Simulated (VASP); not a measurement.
# H3CCl in VASP: notebook, part 2 of 3

VASP 6.6.1.

## (3) Single point, PBE+D3(BJ)

File INCAR:

```
PREC     = Accurate       # precision mode
ENCUT    = 520            # plane-wave cutoff, eV
EDIFF    = 1E-6           # SCF threshold, eV
ISMEAR   = -1             # smearing method
SIGMA    = 0.02           # smearing width, eV
LREAL    = Auto         
LASPH    = True           # aspherical terms in the spheres
NELM     = 60             # most SCF steps
ALGO     = Normal         # electronic algorithm
ISIF     = 2              # what is computed and relaxed
LWAVE    = False          # write WAVECAR
LCHARG   = False          # write CHGCAR
GGA      = PE             # functional
IVDW     = 12             # dispersion correction
NBANDS   = 63             # bands
```

File KPOINTS:

```
regular mesh
0
Gamma
  1 1 1
```

File POSCAR:

```
H3CCl
1.0
    7.9200370000      0.0000000000      0.0000000000
    0.0000000000      7.9200370000      0.0000000000
    0.0000000000      0.0000000000      7.9200370000
C Cl H
6 6 18
Direct
    0.5227374569      0.9517379780      0.5474090588
    0.0499113830      0.4972451518      0.4208566197
    0.9247052760      0.2242034980      0.8035063473
    0.6281410049      0.7751478939      0.0078029938
    0.5115632667      0.2414130136      0.1356685581
    0.1012874056      1.0237325911      0.3950234071
    0.4594296719      0.7645418828      0.4429524761
   -0.1485851644      0.5987850814      0.4698084112
    1.1362825704      0.3037485810      0.8437208058
    0.4276116387      0.7236708616     -0.0801385145
    0.4579397798      0.3308317878      0.3403393191
   -0.0737875341      1.0922423721      0.2624103903
    0.6211713405      0.9226850834      0.6428505321
    0.5776740689      1.0404749372      0.4499600191
    0.4211343962      1.0194396819      0.6203632635
    0.1194691388      0.5756538764      0.3313999669
    0.1174741987      0.5002249358      0.5475479471
    0.0100883367      0.3748341075      0.3719679592
    0.9355133063      0.0899995795      0.7777741442
    0.8533798516      0.2496579246      0.9196547945
    0.8635818242      0.2948218550      0.7013603598
    0.6734943284      0.8963847012     -0.0414897052
    0.6079643315      0.7828119995      0.1374867314
    0.7124082880      0.6726609989     -0.0381690136
    0.5149092107      0.3615639674      0.0612118352
    0.6368783378      0.1913122376      0.1466407291
    0.4115889863      0.1589512776      0.1015399297
    0.0620704171      0.8966498515      0.4350989774
    0.2140141517      1.0079498366      0.3267661502
    0.1192923720      1.0989216338      0.5055026889
```

Potentials or basis: VASP PAW PBE potentials, release 64 (C, Cl, H).

Launch:

```sh
> cat potpaw_PBE.64/C/POTCAR potpaw_PBE.64/Cl/POTCAR potpaw_PBE.64/H/POTCAR > POTCAR
> mpirun -np 1 vasp_gam > vasp.out
```

OUTCAR:

```text
PREC = Accurate
   ENCUT = 520
   EDIFF = 1E-6
   ISMEAR = -1
   LREAL = Auto
   LASPH = True
   NELM = 60
   ISIF = 2
   GGA = PE
   IVDW = 12
 IVDW          = 12

 ion  position               nearest neighbor table
   1  0.523  0.952  0.547-  13 1.11  15 1.13  14 1.13   7 1.77
   2  0.050  0.497  0.421-  18 1.09  16 1.09  17 1.14   8 1.81
   3  0.925  0.224  0.804-  19 1.09  21 1.10  20 1.10   9 1.82
   4  0.628  0.775  0.008-  23 1.04  22 1.10  24 1.11  10 1.78
   5  0.512  0.241  0.136-  27 1.06  26 1.07  25 1.12  11 1.82
   6  0.101  0.024  0.395-  29 1.05  30 1.07  28 1.10  12 1.82
   7  0.459  0.765  0.443-   1 1.77
   8  0.851  0.599  0.470-   2 1.81
   9  0.136  0.304  0.844-   3 1.82
  10  0.428  0.724  0.920-   4 1.78
  11  0.458  0.331  0.340-   5 1.82
  12  0.926  0.092  0.262-   6 1.82
[... 16 lines left out ...]
  29  0.214  0.008  0.327-   6 1.05
  30  0.119  0.099  0.506-   6 1.07

  LATTYP: Found a simple cubic cell.
 ALAT       =     7.9200370000

  Lattice vectors:

 A1 = (   7.9200370000,   0.0000000000,   0.0000000000)
 A2 = (   0.0000000000,   7.9200370000,   0.0000000000)
 A3 = (   0.0000000000,   0.0000000000,   7.9200370000)

Analysis of symmetry for initial positions (statically):
=====================================================================
 Subroutine PRICEL returns:
 Original cell was already a primitive cell.

 Routine SETGRP: Setting up the symmetry group for a
 simple cubic supercell.

 Subroutine GETGRP returns: Found  1 space group operations
 (whereof  1 operations were pure point group operations)
 out of a pool of 48 trial point group operations.

The static configuration has the point symmetry C_1 .

Analysis of symmetry for dynamics (positions and initial velocities):
=====================================================================
 Subroutine PRICEL returns:
 Original cell was already a primitive cell.

 Routine SETGRP: Setting up the symmetry group for a
 simple cubic supercell.

 Subroutine GETGRP returns: Found  1 space group operations
 (whereof  1 operations were pure point group operations)
 out of a pool of 48 trial point group operations.

The dynamic configuration has the point symmetry C_1 .

 Subroutine INISYM returns: Found  1 space group operations
 (whereof  1 operations are pure point group operations),
 and found     1 'primitive' translations

----------------------------------------------------------------------------------------

                                     Primitive cell

  volume of cell :     496.8001

  direct lattice vectors                    reciprocal lattice vectors
     7.920037000  0.000000000  0.000000000     0.126262036  0.000000000  0.000000000
     0.000000000  7.920037000  0.000000000     0.000000000  0.126262036  0.000000000
     0.000000000  0.000000000  7.920037000     0.000000000  0.000000000  0.126262036

  length of vectors
     7.920037000  7.920037000  7.920037000     0.126262036  0.126262036  0.126262036

  position of ions in fractional coordinates (direct lattice)
     0.522737457  0.951737978  0.547409059
     0.049911383  0.497245152  0.420856620
     0.924705276  0.224203498  0.803506347
     0.628141005  0.775147894  0.007802994
     0.511563267  0.241413014  0.135668558
     0.101287406  0.023732591  0.395023407
[... 22 lines left out ...]
     0.214014152  0.007949837  0.326766150
     0.119292372  0.098921634  0.505502689

  ion indices of the primitive-cell ions
   primitive index   ion index
                 1           1
                 2           2
                 3           3
                 4           4
                 5           5
                 6           6
[... 22 lines left out ...]
                29          29
                30          30

----------------------------------------------------------------------------------------

 KPOINTS: regular mesh

Automatic generation of k-mesh.
 Grid dimensions read from file:
 generate k-points for:    1    1    1

 Generating k-lattice:

  Cartesian coordinates                     Fractional coordinates (reciprocal lattice)
     0.126262036  0.000000000  0.000000000     1.000000000  0.000000000  0.000000000
     0.000000000  0.126262036  0.000000000     0.000000000  1.000000000  0.000000000
     0.000000000  0.000000000  0.126262036     0.000000000  0.000000000  1.000000000

  Length of vectors
     0.126262036  0.126262036  0.126262036

  Shift w.r.t. Gamma in fractional coordinates (k-lattice)
     0.000000000  0.000000000  0.000000000

 Subroutine IBZKPT returns following result:
 ===========================================

 Found      1 irreducible k-points:

 Following reciprocal coordinates:
            Coordinates               Weight
  0.000000  0.000000  0.000000      1.000000
   k-points           NKPTS =      1   k-points in BZ     NKDIM =      1   number of bands    NBANDS=     63
   number of dos      NEDOS =    301   number of ions     NIONS =     30
   total plane-waves  NPLWV = 216000
   dimension x,y,z NGX =    60 NGY =   60 NGZ =   60
   dimension x,y,z NGXF=   120 NGYF=  120 NGZF=  120
   ions per type =               6   6  18
   NGX,Y,Z   is equivalent  to a cutoff of  12.59, 12.59, 12.59 a.u.
   NGXF,Y,Z  is equivalent  to a cutoff of  25.19, 25.19, 25.19 a.u.
 SYSTEM =  unknown system
   PREC   = accura    normal or accurate (medium, high low for compatibility)
   ISTART =      0    job   : 0-new  1-cont  2-samecut
   ICHARG =      2    charge: 1-file 2-atom 10-const
   ISPIN  =      1    spin polarized calculation?
   LNONCOLLINEAR =      F non collinear calculations
   LSORBIT =      F    spin-orbit coupling
   LASPH  =      T    aspherical Exc in radial PAW
   ENCUT  =  520.0 eV  38.22 Ry    6.18 a.u.  14.73 14.73 14.73*2*pi/ulx,y,z
   NELM   =     60;   NELMIN=  2; NELMDL= -5     # of ELM steps
   EDIFF  = 0.1E-05   stopping-criterion for ELM
   LREAL  =      T    real-space projection
   EDIFFG = 0.1E-04   stopping-criterion for IOM
   NSW    =      0    number of steps for IOM
   IBRION =     -1    ionic relax: 0-MD 1-quasi-New 2-CG
   NFREE  =      0    steps in history (QN), initial steepest desc. (CG)
   ISIF   =      2    stress and relaxation
   ISYM   =      2    0-nonsym 1-usesym 2-fastsym
   POTIM  = 0.5000    time-step for ionic-motion
   TEBEG  =    0.0;   TEEND  =   0.0 temperature during run
   PSTRESS=    0.0 pullay stress
   NELECT =      84.0000    total number of electrons
   NUPDOWN=      -1.0000    fix difference up-down
   EMIN   =  10.00;   EMAX   =-10.00  energy-range for DOS
   EFERMI =   0.00;   METHOD = LEGACY
   ISMEAR =    -1;   SIGMA  =   0.02  broadening in eV -4-tet -1-fermi 0-gaus
   EFERMI_NEDOS =   21; number of points for ismear=-14 and -15
   IALGO  =     38    algorithm
   IMIX   =      4    mixing-type and parameters
     AMIX     =   0.40;   BMIX     =  1.00
     AMIX_MAG =   1.60;   BMIX_MAG =  1.00
  volume/ion in A,a.u.               =      16.56       111.75
  Fermi-wavevector in a.u.,A,eV,Ry     =   0.905261  1.710696 11.149952  0.819498
  Thomas-Fermi vector in A             =   2.028808
   LORBIT       =      0    0 simple, 1 ext, 2 COOP (PROOUT), +10 PAW based schemes
   GGA     = PE    functional components
   LHFCALC =     F    Hartree Fock is set to
   AEXX    =    0.0000 exact exchange contribution
   IVDW    =    12    specifies the selected vdW correction
   LEPSILON=     F    determine dielectric tensor
   LRPA    =     F    only Hartree local field effects (RPA)
 non-spin polarized calculation
  energy-cutoff  :      520.00
  volume of cell :      496.80
 maximum number of plane-waves:      6651
 NGX is ok and might be reduce to    60
   NGX = 29   NGY = 29   NGZ = 29

 number of electron      83.9999999 magnetization

 Free energy of the ion-electron system (eV)
  ---------------------------------------------------
  ext. energy  EPLUGINS =         0.00000000
  ---------------------------------------------------
  free energy    TOTEN  =      -134.18322900 eV

  energy without entropy =     -134.18322900  energy(sigma->0) =     -134.18322900

 E-fermi :  -2.5485     XC(G=0):  -6.2351

 val. band max:       -3.0434575752   @ k =   0.0000   0.0000   0.0000
 cond. band min:       2.2235991090   @ k =   0.0000   0.0000   0.0000
 fundamental gap:      5.2670566842
 Fermi energy:        -2.5485031541

 k-point     1 :       0.0000    0.0000    0.0000
  band No.  band energies     occupation
      1     -17.8268      2.00000
      2     -17.7487      2.00000
      3     -17.6905      2.00000
      4     -17.6551      2.00000
      5     -17.5932      2.00000
      6     -17.3182      2.00000
[... 46 lines left out ...]
     53       4.8437      0.00000
     54       4.8838      0.00000
 [bands above 54 left out]

------------------------ aborting loop because EDIFF is reached ----------------------------------------

 Edisp (eV)   -1.45733

 E8    (eV) :    -0.3848

  FORCE on cell =-STRESS in cart. coord.  units (eV):
  Direction    XX          YY          ZZ          XY          YZ          ZX
  --------------------------------------------------------------------------------------
  -------------------------------------------------------------------------------------
  Total      -0.54942    -1.01146    -0.15402    -0.47539    -0.43390    -0.96989
  in kB      -1.77187    -3.26196    -0.49672    -1.53314    -1.39932    -3.12790
  external pressure =       -1.84 kB  Pullay stress =        0.00 kB

 VOLUME and BASIS-vectors are now :
 -----------------------------------------------------------------------------
  energy-cutoff  :      520.00
  volume of cell :      496.80
      direct lattice vectors                 reciprocal lattice vectors
     7.920037000  0.000000000  0.000000000     0.126262036  0.000000000  0.000000000
     0.000000000  7.920037000  0.000000000     0.000000000  0.126262036  0.000000000
     0.000000000  0.000000000  7.920037000     0.000000000  0.000000000  0.126262036

 POSITION                                       TOTAL-FORCE (eV/Angst)
 -----------------------------------------------------------------------------------
      4.14010      7.53780      4.33550         0.664813      1.395962      0.302094
      0.39530      3.93820      3.33320         0.048781      0.699506      1.586818
      7.32370      1.77570      6.36380         0.165635      0.637640      0.520543
      4.97490      6.13920      0.06180         0.422578     -0.470438     -2.311444
      4.05160      1.91200      1.07450         0.035188      2.808773      0.563155
      0.80220      0.18796      3.12860        -1.834071     -1.420408      0.143572
[... 22 lines left out ...]
      1.69500      0.06296      2.58800         1.137337      0.231469     -1.098053
      0.94480      0.78346      4.00360        -0.107793      0.918076      0.449017
 -----------------------------------------------------------------------------------
    total drift:                               -0.014775      0.000223      0.017621

  FREE ENERGIE OF THE ION-ELECTRON SYSTEM (eV)
  ---------------------------------------------------
  free  energy   TOTEN  =      -135.6405578603 eV

  energy  without entropy=     -135.6405578603  energy(sigma->0) =     -135.64055786
```

Run time: 45 s. Hardware: 1 thread of AMD EPYC 7R13 (Zen 3), shared host; peak memory 0.41 GiB.

What came out:

```
Free energy                : -135.6406 eV
Pressure                   : -0.2 GPa
Largest force              : 2.865 eV/Å
Dispersion energy per atom : -0.049 eV
```

Forces on the atoms (eV/Å):
```
C    0.665  1.396  0.302
C    0.049  0.700  1.587
C    0.166  0.638  0.521
C    0.423 -0.470 -2.311
C    0.035  2.809  0.563
C   -1.834 -1.420  0.144
Cl  -0.207  0.021  0.160
Cl  -0.070  0.250 -0.184
Cl  -0.469 -0.143 -0.244
Cl  -0.364  0.102 -0.212
Cl   0.015 -0.193  0.081
Cl   0.724  0.011  0.410
H   -0.173 -0.179 -0.435
H   -0.453 -0.683  0.810
H    0.225 -0.677 -0.773
H   -0.066 -0.118 -0.192
H   -0.319 -0.559 -1.284
H    0.551 -0.128  0.037
H   -0.077 -0.212 -0.061
H    0.068 -0.254 -0.057
H    0.317 -0.042 -0.169
H   -0.132 -0.017 -0.065
H    0.127 -0.121  2.033
H   -0.054  0.463  0.630
H   -0.074 -1.013 -0.206
H    0.434 -0.605 -0.030
H   -0.542 -0.798 -0.476
H    0.008  0.095  0.074
H    1.137  0.231 -1.098
H   -0.108  0.918  0.449
```

Caveat: the k points lie up to 0.79 Å⁻¹ apart.

## (4) Single point, PBE+D3(BJ)

File INCAR:

```
PREC = Accurate
ENCUT = 520
EDIFF = 1E-6
ISMEAR = -1
SIGMA = 0.02
LREAL = Auto
LASPH = True
NELM = 80
ALGO = Normal
ISIF = 2
LWAVE = False
LCHARG = False
GGA = PE
IVDW = 12
NBANDS = 63
```

File KPOINTS:

```
Automatic mesh
0
Gamma
  1 1 1
```

File POSCAR:

```
H3CCl
1.0
    7.9200370000      0.0000000000      0.0000000000
    0.0000000000      7.9200370000      0.0000000000
    0.0000000000      0.0000000000      7.9200370000
C Cl H
6 6 18
Direct
    0.5367651692      0.9422683253      0.5621059599
    0.0500628974      0.4943284987      0.4223591380
    0.9263845611      0.2266403553      0.8290365310
    0.6387343898      0.7571429275      0.0139772074
    0.4779144340      0.2167919165      0.1440523573
    0.0983960050      1.0294143828      0.4092026338
    0.4480029576      0.7888473248      0.4187732961
   -0.1409210588      0.5959441856      0.4900734681
    1.1333154125      0.3163369060      0.8639732365
    0.4307681896      0.7479510512     -0.0789011465
    0.4480408362      0.3404150763      0.3384075100
   -0.0474618995      1.0860681585      0.2438498709
    0.6276485830      0.8922938113      0.6584186412
    0.5918659218      1.0495784300      0.4951113233
    0.4258818488      0.9820029881      0.6336081511
    0.1150373414      0.5968027675      0.3512862377
    0.1290271750      0.4725356712      0.5310833775
    0.0065529997      0.3857936522      0.3489503900
    0.9368769363      0.0890652405      0.8100593469
    0.8343016579      0.2602765618      0.9346420983
    0.8744151069      0.2906047030      0.7174082646
    0.6699337389      0.8836574880      0.0444316106
    0.6265374770      0.6844664993      0.1344311902
    0.7154512031      0.7113981917     -0.0897849341
    0.4779144340      0.3006930397      0.0378281061
    0.6011714339      0.1649613506      0.1672971982
    0.3760335968      0.1222216512      0.1645320596
    0.1035980009      0.8961574296      0.4363237192
    0.2295570084      1.0726086254      0.3738618898
    0.0708203762      1.0993509247      0.5286086416
```

Launch:

```sh
> cat potpaw_PBE.64/C/POTCAR potpaw_PBE.64/Cl/POTCAR potpaw_PBE.64/H/POTCAR > POTCAR
> mpirun -np 1 vasp_gam > vasp.out
```

It took 45 s on 1 thread of AMD EPYC 7R13 (Zen 3), shared host; peak memory 0.41 GiB.

Results (log left out):

```
Free energy                : -135.4496 eV
Pressure                   : -0.6 GPa
Largest force              : 2.372 eV/Å
Dispersion energy per atom : -0.049 eV
```

Forces in eV/Å, atoms in the order of the input:
```
C   -0.217 -0.055  0.736
C   -0.116  1.528 -0.541
C   -0.789  0.612  0.412
C   -1.174 -1.140  0.237
C   -0.653 -0.267  2.264
C    1.121  1.424  0.479
Cl   0.779  0.084  0.277
Cl  -0.314  0.068  0.334
Cl  -0.572 -0.274  0.067
Cl  -0.291  0.142  0.228
Cl   0.124  0.349 -0.370
Cl   0.329 -0.382  0.595
H   -0.403 -0.260 -0.948
H   -0.020 -0.134 -0.264
H    0.050  0.364  0.103
H   -0.184 -0.890 -0.236
H    0.075 -0.609  0.457
H    0.578  0.010 -0.002
H    0.003  0.342  0.164
H    1.145 -0.427 -0.601
H    0.147 -0.212 -0.124
H    0.177  1.212  0.191
H    0.610  0.087 -0.846
H    0.680 -0.454  0.348
H   -0.464  0.237 -0.582
H    0.534 -0.552 -0.267
H    0.559  0.291 -1.111
H   -0.393 -0.549 -0.261
H   -1.035 -0.298 -0.050
H   -0.287 -0.249 -0.691
```

Stress tensor (GPa, compression positive):
```
-0.97 -0.99 -0.19
-0.99  0.13  0.06
-0.19  0.06 -1.02
```

Levels at points of the mesh, in eV from the Fermi level:
```tsv
k point	band 40	band 41	band 42	band 43	band 44	band 45
(0.00, 0.00, 0.00)	-0.67	-0.59	-0.56	4.81	5.10	5.26
```

Caveat: the k points lie up to 0.79 Å⁻¹ apart.

## (5) Single point, PBE+D3(BJ)

File INCAR:

```
ALGO = Normal
EDIFF = 1E-7
ENCUT = 520
GGA = PE
ISIF = 2
ISMEAR = -1
IVDW = 12
LASPH = T
LCHARG = F
LREAL = Auto
LWAVE = F
NBANDS = 63
NELM = 80
PREC = Accurate
SIGMA = 0.02
```

File KPOINTS:

```
k-points
0
Gamma
  1 1 1
```

File POSCAR:

```
H3CCl
1.0
    7.9200370000      0.0000000000      0.0000000000
    0.0000000000      7.9200370000      0.0000000000
    0.0000000000      0.0000000000      7.9200370000
C Cl H
6 6 18
Direct
    0.5407045447      0.9384804642      0.5456792689
    0.0549871169      0.5128258871      0.4508438534
    0.9189477271      0.2427008864      0.8221047452
    0.6471560676      0.7386581654      0.0251135190
    0.4910078072      0.2169560571      0.1541154416
    0.0725627923      1.0113967902      0.4416646033
    0.4520054641      0.7868902633      0.4016900426
   -0.1367796640      0.6078001908      0.5128258871
    1.1163331686      0.3185212392      0.8858291950
    0.4370434128      0.7482793325     -0.0740274319
    0.4344929197      0.3508064419      0.3255540347
   -0.0180302188      1.0616869593      0.2404155435
    0.6525600827      0.8717004731      0.5973961990
    0.5760074101      1.0481769214      0.4738235440
    0.4550862578      0.9624449987      0.6539994700
    0.1239261887      0.5839871708      0.3500741221
    0.1243681059      0.5119168004      0.5725983351
    0.0248104902      0.3837355810      0.4107304044
    0.9384804642      0.1142418905      0.7701605434
    0.8404001143      0.2259206617      0.9298946457
    0.8565995336      0.3272585722      0.7302364875
    0.6802240949      0.8655010071      0.0726132971
    0.6320046232      0.6636585157      0.1399614674
    0.7445798549      0.6977113870     -0.0675628157
    0.4467908420      0.2943673117      0.0452144352
    0.6276485830      0.2022970347      0.1580421910
    0.4109829285      0.1004540762      0.1677391154
    0.1285726317      0.8694530089      0.4370939176
    0.1786102767      1.1000706184      0.4691518487
   -0.0323357075      1.0421037174      0.5234571505
```

Launch:

```sh
> cat potpaw_PBE.64/C/POTCAR potpaw_PBE.64/Cl/POTCAR potpaw_PBE.64/H/POTCAR > POTCAR
> mpirun -np 1 vasp_gam > vasp.out
```

It took 50 s on 1 thread of AMD EPYC 7R13 (Zen 3), shared host; peak memory 0.41 GiB.

It converged, with:

```
Free energy                : -135.4894 eV
Pressure                   : -0.7 GPa
Largest force              : 2.940 eV/Å
Dispersion energy per atom : -0.049 eV
```

Forces on the atoms (eV/Å):
```
C    0.291 -1.226  0.781
C    0.768 -0.111  0.475
C   -0.096 -0.788 -1.074
C   -0.226  0.640 -0.083
C   -1.415  0.337 -0.364
C    1.495 -1.503 -0.439
Cl  -0.191  0.246  0.185
Cl  -0.747  0.438 -0.249
Cl   0.491  0.452  0.058
Cl   0.879 -0.098  0.367
Cl   0.062  0.235  0.702
Cl   0.230 -0.030 -0.267
H   -0.200  0.477 -0.155
H    0.048  0.571 -0.146
H    0.078  0.043 -0.656
H   -0.561 -0.323  0.582
H    0.321 -0.215 -0.747
H    0.191  0.145 -0.130
H   -0.107  0.449 -0.079
H   -0.642  0.100  0.964
H    0.302 -0.144  0.159
H   -0.190 -0.074 -0.359
H    0.202 -0.452 -0.313
H   -0.602 -0.135  0.398
H    0.478 -0.767  0.075
H    0.039 -0.349 -0.126
H    0.895  0.513 -0.278
H   -1.345  2.591  0.352
H   -0.420 -0.363 -0.322
H   -0.029 -0.658  0.687
```

Stress tensor (GPa, compression positive):
```
-0.75  0.14 -0.46
 0.14 -1.33  0.05
-0.46  0.05 -0.06
```

Levels at points of the mesh, in eV from the Fermi level:
```tsv
k point	band 40	band 41	band 42	band 43	band 44	band 45
(0.00, 0.00, 0.00)	-0.61	-0.53	-0.48	5.03	5.30	5.46
```

Caveat: the k points lie up to 0.79 Å⁻¹ apart.

(Part 2 of 3 ends here.)
